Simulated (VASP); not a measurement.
# Si (I4/mmm) in VASP: a series of runs

Runs on Si. Level: LDA. Tasks: single point.

Program: VASP 6.6.1. These are calculated values, not measurements. Logs are shortened: lines on timing, memory, paths and dates and some standing lists are left out, and cuts for length are marked.

## Step 1: The cell of the first run

It takes space group I4/mmm (No. 139, tetragonal). The conventional cell has a = 3.351 Å, b = 3.351 Å, c = 2.641 Å, α = 90.00°, β = 90.00°, γ = 90.00°. Within 3.5 Å of Si (site symmetry 4/mmm) lie 14 Si at 2.64 to 3.35 Å.

## Step 2: Single point, LDA (strain +0.030 along x and y, +0.000 along z)

Contents of INCAR:

```
SYSTEM = Si
ALGO = Normal ; EDIFF = 1E-6
ENCUT = 520 ; ISIF = 2
ISMEAR = 0 ; LASPH = .True.
LCHARG = .False. ; LREAL = .False.
LWAVE = .False. ; NBANDS = 8
NELM = 60 ; PREC = Accurate
SIGMA = 0.15
```

Contents of KPOINTS:

```
k-points
0
Gamma
  22 22 22
  0 0 0
```

Contents of POSCAR:

```
Si
1.0
   -1.6757223779      1.6757223779      1.3203298500
    1.6757223779     -1.6757223779      1.3203298500
    1.6757223779      1.6757223779     -1.3203298500
Si
1
Direct
    0.0000000000      0.0000000000      0.0000000000
```

Potentials or basis: VASP PAW LDA potentials, release 64 (Si).

On the command line:

```sh
> cat potpaw_LDA.64/Si/POTCAR > POTCAR
> mpirun -np 1 vasp_std > vasp.out
```

OUTCAR:

```text
SYSTEM = Si
   EDIFF = 1E-6
   ENCUT = 520
   ISIF = 2
   ISMEAR = 0
   LASPH = .True.
   LREAL = .False.
   NELM = 60
   PREC = Accurate

 ion  position               nearest neighbor table
   1  0.000  0.000  0.000-

  LATTYP: Found a body centered tetragonal cell.
 ALAT       =     3.3514447558
 C/A-ratio  =     0.7879168217

  Lattice vectors:

 A1 = (  -1.6757223779,   1.6757223779,   1.3203298500)
 A2 = (   1.6757223779,  -1.6757223779,   1.3203298500)
 A3 = (   1.6757223779,   1.6757223779,  -1.3203298500)

Analysis of symmetry for initial positions (statically):
=====================================================================
 Subroutine PRICEL returns:
 Original cell was already a primitive cell.

 Routine SETGRP: Setting up the symmetry group for a
 body centered tetragonal supercell.

 Subroutine GETGRP returns: Found 16 space group operations
 (whereof 16 operations were pure point group operations)
 out of a pool of 16 trial point group operations.

The static configuration has the point symmetry D_4h.

Analysis of symmetry for dynamics (positions and initial velocities):
=====================================================================
 Subroutine PRICEL returns:
 Original cell was already a primitive cell.

 Routine SETGRP: Setting up the symmetry group for a
 body centered tetragonal supercell.

 Subroutine GETGRP returns: Found 16 space group operations
 (whereof 16 operations were pure point group operations)
 out of a pool of 16 trial point group operations.

The dynamic configuration has the point symmetry D_4h.

 Subroutine INISYM returns: Found 16 space group operations
 (whereof 16 operations are pure point group operations),
 and found     1 'primitive' translations

----------------------------------------------------------------------------------------

                                     Primitive cell

  volume of cell :      14.8302

  direct lattice vectors                    reciprocal lattice vectors
    -1.675722378  1.675722378  1.320329850     0.000000000  0.298378781  0.378693249
     1.675722378 -1.675722378  1.320329850     0.298378781  0.000000000  0.378693249
     1.675722378  1.675722378 -1.320329850     0.298378781  0.298378781  0.000000000

  length of vectors
     2.712814385  2.712814385  2.712814385     0.482118734  0.482118734  0.421971318

  position of ions in fractional coordinates (direct lattice)
     0.000000000  0.000000000  0.000000000

  ion indices of the primitive-cell ions
   primitive index   ion index
[... 70 lines left out ...]
   LASPH  =      T    aspherical Exc in radial PAW
   ENCUT  =  520.0 eV  38.22 Ry    6.18 a.u.   5.04  5.04  5.04*2*pi/ulx,y,z
   NELM   =     60;   NELMIN=  2; NELMDL= -5     # of ELM steps
   EDIFF  = 0.1E-05   stopping-criterion for ELM
   LREAL  =      F    real-space projection
   EDIFFG = 0.1E-04   stopping-criterion for IOM
   NSW    =      0    number of steps for IOM
   IBRION =     -1    ionic relax: 0-MD 1-quasi-New 2-CG
   NFREE  =      0    steps in history (QN), initial steepest desc. (CG)
   ISIF   =      2    stress and relaxation
   ISYM   =      2    0-nonsym 1-usesym 2-fastsym
   POTIM  = 0.5000    time-step for ionic-motion
   TEBEG  =    0.0;   TEEND  =   0.0 temperature during run
   PSTRESS=    0.0 pullay stress
   NELECT =       4.0000    total number of electrons
   NUPDOWN=      -1.0000    fix difference up-down
   EMIN   =  10.00;   EMAX   =-10.00  energy-range for DOS
   EFERMI =   0.00;   METHOD = LEGACY
   ISMEAR =     0;   SIGMA  =   0.15  broadening in eV -4-tet -1-fermi 0-gaus
   EFERMI_NEDOS =   21; number of points for ismear=-14 and -15
   IALGO  =     38    algorithm
   IMIX   =      4    mixing-type and parameters
     AMIX     =   0.40;   BMIX     =  1.00
     AMIX_MAG =   1.60;   BMIX_MAG =  1.00
  volume/ion in A,a.u.               =      14.83       100.08
  Fermi-wavevector in a.u.,A,eV,Ry     =   1.057741  1.998840 15.222414  1.118816
  Thomas-Fermi vector in A             =   2.193025
   LORBIT       =      0    0 simple, 1 ext, 2 COOP (PROOUT), +10 PAW based schemes
   GGA     = CA    functional components
   LHFCALC =     F    Hartree Fock is set to
   AEXX    =    0.0000 exact exchange contribution
   IVDW    =     0    specifies the selected vdW correction
   LEPSILON=     F    determine dielectric tensor
   LRPA    =     F    only Hartree local field effects (RPA)
 non-spin polarized calculation
 Gauss-broadening in eV      SIGMA  =   0.15
  energy-cutoff  :      520.00
  volume of cell :       14.83
 maximum number of plane-waves:       419
   NGX = 11   NGY = 11   NGZ = 11

 number of electron       4.0000000 magnetization

 Free energy of the ion-electron system (eV)
  ---------------------------------------------------
  ext. energy  EPLUGINS =         0.00000000
  ---------------------------------------------------
  free energy    TOTEN  =        -5.55232240 eV

  energy without entropy =       -5.54788486  energy(sigma->0) =       -5.55010363

 E-fermi :   9.7440     XC(G=0): -11.1513

 val. band max:        9.7262233890   @ k =  -0.1364  -0.3182   0.1364
 cond. band min:       9.7644548698   @ k =  -0.3636   0.4091   0.3636
 fundamental gap:      0.0382314809
 Fermi energy:         9.7439854785

 k-point     1 :       0.0000    0.0000    0.0000
  band No.  band energies     occupation
      1      -4.4030      2.00000
      2      18.8335      0.00000
      3      18.8335      0.00000
      4      18.8478      0.00000
      5      21.9860      0.00000
      6      22.9403      0.00000
      7      25.0649      0.00000
      8      25.0649      0.00000
[... 243 lines left out ...]
 k-point    24 :      -0.4545    0.0455    0.0000
  band No.  band energies     occupation
      1       1.6636      2.00000
      2       6.4129      2.00000
      3      13.4028      0.00000
      4      15.3731      0.00000
      5      17.0209      0.00000
      6      19.4586      0.00000
      7      27.7182      0.00000
      8      30.4710      0.00000

 [... further k-points ...]
[... 5 lines left out ...]
  --------------------------------------------------------------------------------------
  -------------------------------------------------------------------------------------
  Total       -0.4768630     -0.4768630     -0.4301049      0.0000000     -0.0000000      0.0000000
  in kB      -51.5178418    -51.5178418    -46.4663284      0.0000000     -0.0000000      0.0000000
  external PRESSURE =     -49.8340040 kB  Pullay stress =       0.0000000 kB

 VOLUME and BASIS-vectors are now :
 -----------------------------------------------------------------------------
  energy-cutoff  :      520.00
  volume of cell :       14.83
      direct lattice vectors                 reciprocal lattice vectors
    -1.675722378  1.675722378  1.320329850     0.000000000  0.298378781  0.378693249
     1.675722378 -1.675722378  1.320329850     0.298378781  0.000000000  0.378693249
     1.675722378  1.675722378 -1.320329850     0.298378781  0.298378781  0.000000000

 POSITION                                       TOTAL-FORCE (eV/Angst)
 -----------------------------------------------------------------------------------
      0.00000      0.00000      0.00000        -0.000000      0.000000      0.000000
 -----------------------------------------------------------------------------------
    total drift:                               -0.000000     -0.000000     -0.000000

  FREE ENERGIE OF THE ION-ELECTRON SYSTEM (eV)
  ---------------------------------------------------
  free  energy   TOTEN  =        -5.5523223988 eV

  energy  without entropy=       -5.5478848590  energy(sigma->0) =       -5.55010363
```

stdout:

```text
POSCAR found type information on POSCAR Si
 POSCAR found :  1 types and       1 ions
 scaLAPACK will be used
 LDA part: xc-table for (Slater(with rela. corr.)+CA(PZ))
 , standard interpolation
 POSCAR, INCAR and KPOINTS ok, starting setup
 FFT: planning ... GRIDC
 FFT: planning ... GRID_SOFT
 FFT: planning ... GRID
 WAVECAR not read
 entering main loop
```

Run time: 44 s. Hardware: 1 thread of AMD EPYC 7R43 (Zen 3), shared host; peak memory 0.15 GiB.

What came out:

```yaml
Free_energy: -5.5523 eV
Pressure: -5.0 GPa
Band_gap_on_the_k_mesh: zero (band 2 reaches 18.83 eV, above the bottom of band 3 at 6.36 eV)
```

Stress tensor (GPa, compression positive):
```
-5.15  0.00  0.00
 0.00 -5.15  0.00
 0.00  0.00 -4.65
```

Caveat: the cell differs from its parent crystal (strain +0.030 along x and y, +0.000 along z).

## Step 3: Single point, LDA (strain +0.015 along x and y, +0.030 along z)

Contents of INCAR:

```
PREC = Accurate
ENCUT = 520
EDIFF = 1E-6
ISMEAR = 0
SIGMA = 0.15
LREAL = False
LASPH = True
NELM = 60
ALGO = Normal
ISIF = 2
LWAVE = False
LCHARG = True
LELF = True
LVHAR = True
NBANDS = 8
```

Contents of KPOINTS:

```
Automatic mesh
0
Gamma
  22 22 22
```

Contents of POSCAR:

```
Si
1.0
   -1.6513186540      1.6513186540      1.3599397455
    1.6513186540     -1.6513186540      1.3599397455
    1.6513186540      1.6513186540     -1.3599397455
Si
1
Direct
    0.0000000000      0.0000000000      0.0000000000
```

Potentials or basis: VASP PAW LDA potentials, release 64 (Si).

On the command line:

```sh
> cat potpaw_LDA.64/Si/POTCAR > POTCAR
> mpirun -np 1 vasp_std > vasp.out
```

Run time: 45 s. Hardware: 1 thread of AMD EPYC 7R43 (Zen 3), shared host; peak memory 0.15 GiB.

The run converged. Its results:

```
Free energy            : -5.5499 eV
Pressure               : -5.3 GPa
Band gap on the k mesh : zero (band 2 reaches 19.35 eV, above the bottom of band 3 at 6.10 eV)
```

Stress tensor (GPa, compression positive):
```
-4.56  0.00  0.00
 0.00 -4.56  0.00
 0.00  0.00 -6.83
```

Levels at points of the mesh, in eV from the Fermi level:
```csv
k point,band 1,band 2,band 3,band 4,band 5
"(0.00, 0.00, 0.00)",-14.13,9.61,9.61,9.66,12.59
"(0.50, 0.00, 0.00)",-6.10,-6.05,4.51,6.33,6.44
"(0.50, 0.50, 0.00)",-8.22,-6.92,8.12,10.78,10.98
"(0.50, 0.50, 0.50)",-2.15,-2.15,-1.51,1.54,3.56
```

Caveat: the cell differs from its parent crystal (strain +0.015 along x and y, +0.030 along z).

## Step 4: Single point, LDA (strain +0.030 along x and y, +0.015 along z)

Contents of INCAR:

```
ALGO = Normal
EDIFF = 1E-6
ENCUT = 520
ISIF = 2
ISMEAR = 0
LASPH = True
LCHARG = False
LREAL = False
LWAVE = False
NBANDS = 8
NELM = 60
PREC = Accurate
SIGMA = 0.15
```

Contents of KPOINTS:

```
k-points
0
Gamma
  22 22 22
```

Contents of POSCAR:

```
Si
1.0
   -1.6757223779      1.6757223779      1.3401347978
    1.6757223779     -1.6757223779      1.3401347978
    1.6757223779      1.6757223779     -1.3401347978
Si
1
Direct
    0.0000000000      0.0000000000      0.0000000000
```

Potentials or basis: VASP PAW LDA potentials, release 64 (Si).

On the command line:

```sh
> cat potpaw_LDA.64/Si/POTCAR > POTCAR
> mpirun -np 1 vasp_std > vasp.out
```

OUTCAR:

```text
EDIFF = 1E-6
   ENCUT = 520
   ISIF = 2
   ISMEAR = 0
   LASPH = True
   LREAL = False
   NELM = 60
   PREC = Accurate

 ion  position               nearest neighbor table
   1  0.000  0.000  0.000-

  LATTYP: Found a body centered tetragonal cell.
 ALAT       =     3.3514447558
 C/A-ratio  =     0.7997355740

  Lattice vectors:

 A1 = (  -1.6757223779,   1.6757223779,   1.3401347978)
 A2 = (   1.6757223779,  -1.6757223779,   1.3401347978)
 A3 = (   1.6757223779,   1.6757223779,  -1.3401347978)

Analysis of symmetry for initial positions (statically):
=====================================================================
 Subroutine PRICEL returns:
 Original cell was already a primitive cell.

 Routine SETGRP: Setting up the symmetry group for a
 body centered tetragonal supercell.

 Subroutine GETGRP returns: Found 16 space group operations
 (whereof 16 operations were pure point group operations)
 out of a pool of 16 trial point group operations.

The static configuration has the point symmetry D_4h.

Analysis of symmetry for dynamics (positions and initial velocities):
=====================================================================
 Subroutine PRICEL returns:
 Original cell was already a primitive cell.

 Routine SETGRP: Setting up the symmetry group for a
 body centered tetragonal supercell.

 Subroutine GETGRP returns: Found 16 space group operations
 (whereof 16 operations were pure point group operations)
 out of a pool of 16 trial point group operations.

The dynamic configuration has the point symmetry D_4h.

 Subroutine INISYM returns: Found 16 space group operations
 (whereof 16 operations are pure point group operations),
 and found     1 'primitive' translations

----------------------------------------------------------------------------------------

                                     Primitive cell

  volume of cell :      15.0526

  direct lattice vectors                    reciprocal lattice vectors
[... 102 lines left out ...]
   IALGO  =     38    algorithm
   IMIX   =      4    mixing-type and parameters
     AMIX     =   0.40;   BMIX     =  1.00
     AMIX_MAG =   1.60;   BMIX_MAG =  1.00
  volume/ion in A,a.u.               =      15.05       101.58
  Fermi-wavevector in a.u.,A,eV,Ry     =   1.052504  1.988945 15.072067  1.107766
  Thomas-Fermi vector in A             =   2.187590
   LORBIT       =      0    0 simple, 1 ext, 2 COOP (PROOUT), +10 PAW based schemes
   GGA     = CA    functional components
   LHFCALC =     F    Hartree Fock is set to
   AEXX    =    0.0000 exact exchange contribution
   IVDW    =     0    specifies the selected vdW correction
   LEPSILON=     F    determine dielectric tensor
   LRPA    =     F    only Hartree local field effects (RPA)
 non-spin polarized calculation
 Gauss-broadening in eV      SIGMA  =   0.15
  energy-cutoff  :      520.00
  volume of cell :       15.05
 maximum number of plane-waves:       424
   NGX = 11   NGY = 11   NGZ = 11

 number of electron       4.0000000 magnetization

 Free energy of the ion-electron system (eV)
  ---------------------------------------------------
  ext. energy  EPLUGINS =         0.00000000
  ---------------------------------------------------
  free energy    TOTEN  =        -5.54467515 eV

  energy without entropy =       -5.54006896  energy(sigma->0) =       -5.54237205

 E-fermi :   9.5435     XC(G=0): -11.0941

 val. band max:        9.5362794078   @ k =  -0.0909   0.3636   0.0909
 cond. band min:       9.5471498528   @ k =  -0.1818  -0.2727   0.0909
 fundamental gap:      0.0108704450
 Fermi energy:         9.5434700916

 k-point     1 :       0.0000    0.0000    0.0000
  band No.  band energies     occupation
      1      -4.4560      2.00000
      2      18.6807      0.00000
      3      18.6807      0.00000
      4      18.8116      0.00000
      5      21.9608      0.00000
      6      22.3107      0.00000
      7      24.5299      0.00000
      8      24.5299      0.00000
[... 243 lines left out ...]
 k-point    24 :      -0.4545    0.0455    0.0000
  band No.  band energies     occupation
      1       1.5130      2.00000
      2       6.1550      2.00000
      3      13.2288      0.00000
      4      15.1780      0.00000
      5      16.8583      0.00000
      6      19.1832      0.00000
      7      27.5163      0.00000
      8      30.2350      0.00000

 [... further k-points ...]
[... 5 lines left out ...]
  --------------------------------------------------------------------------------------
  -------------------------------------------------------------------------------------
  Total       -0.5688499     -0.5688499     -0.6001798      0.0000000      0.0000000     -0.0000000
  in kB      -60.5474226    -60.5474226    -63.8821280      0.0000000      0.0000000     -0.0000000
  external PRESSURE =     -61.6589911 kB  Pullay stress =       0.0000000 kB

 VOLUME and BASIS-vectors are now :
 -----------------------------------------------------------------------------
  energy-cutoff  :      520.00
  volume of cell :       15.05
      direct lattice vectors                 reciprocal lattice vectors
    -1.675722378  1.675722378  1.340134798     0.000000000  0.298378781  0.373096797
     1.675722378 -1.675722378  1.340134798     0.298378781  0.000000000  0.373096797
     1.675722378  1.675722378 -1.340134798     0.298378781  0.298378781  0.000000000

 POSITION                                       TOTAL-FORCE (eV/Angst)
 -----------------------------------------------------------------------------------
      0.00000      0.00000      0.00000        -0.000000      0.000000      0.000000
 -----------------------------------------------------------------------------------
    total drift:                                0.000000      0.000000     -0.000000

  FREE ENERGIE OF THE ION-ELECTRON SYSTEM (eV)
  ---------------------------------------------------
  free  energy   TOTEN  =        -5.5446751488 eV

  energy  without entropy=       -5.5400689610  energy(sigma->0) =       -5.54237205
```

OSZICAR:

```text
N       E                     dE             d eps       ncg     rms          rms(c)
DAV:   1    -0.296516530830E+01   -0.29652E+01   -0.17776E+03 14264   0.378E+02
DAV:   2    -0.554809844977E+01   -0.25829E+01   -0.24717E+01 19816   0.303E+01
DAV:   3    -0.556471888656E+01   -0.16620E-01   -0.16596E-01 15176   0.256E+00
DAV:   4    -0.556473768428E+01   -0.18798E-04   -0.18798E-04 21736   0.925E-02
DAV:   5    -0.556473769078E+01   -0.65028E-08   -0.55993E-08 15320   0.929E-04    0.263E+00
DAV:   6    -0.555163307133E+01    0.13105E-01   -0.48233E-03 15320   0.289E-01    0.146E+00
DAV:   7    -0.554471007856E+01    0.69230E-02   -0.87414E-03 15784   0.389E-01    0.111E-01
DAV:   8    -0.554467504553E+01    0.35033E-04   -0.30185E-05 20104   0.434E-02    0.152E-02
DAV:   9    -0.554467514879E+01   -0.10326E-06   -0.10353E-07 16416   0.230E-03
   1 F= -.55446751E+01 E0= -.55423721E+01  d E =-.460619E-02
```

stdout:

```text
POSCAR found type information on POSCAR Si
 POSCAR found :  1 types and       1 ions
 scaLAPACK will be used
 LDA part: xc-table for (Slater(with rela. corr.)+CA(PZ))
 , standard interpolation
 POSCAR, INCAR and KPOINTS ok, starting setup
 FFT: planning ... GRIDC
 FFT: planning ... GRID_SOFT
 FFT: planning ... GRID
 WAVECAR not read
 entering main loop
```

Wall time 44 s (1 thread of AMD EPYC 7R43 (Zen 3), shared host); peak memory 0.15 GiB.

What came out:

```yaml
Free_energy: -5.5447 eV
Pressure: -6.2 GPa
Band_gap_on_the_k_mesh: zero (band 2 reaches 18.68 eV, above the bottom of band 3 at 6.05 eV)
```

Stress tensor (GPa, compression positive):
```
-6.05  0.00  0.00
 0.00 -6.05  0.00
 0.00  0.00 -6.39
```

Levels at points of the mesh, in eV from the Fermi level:
```
           k point  band 1  band 2  band 3  band 4  band 5  band 6
(0.00, 0.00, 0.00)  -14.00    9.14    9.14    9.27   12.42   12.77
(0.50, 0.00, 0.00)   -5.95   -5.86    4.40    6.05    6.33    8.77
(0.50, 0.50, 0.00)   -8.36   -6.88    8.56   10.87   11.49   11.57
(0.50, 0.50, 0.50)   -2.33   -2.33   -1.99    1.49    4.25    6.62
```

Caveat: the cell differs from its parent crystal (strain +0.030 along x and y, +0.015 along z).

(Continued in part 2 of 2.)
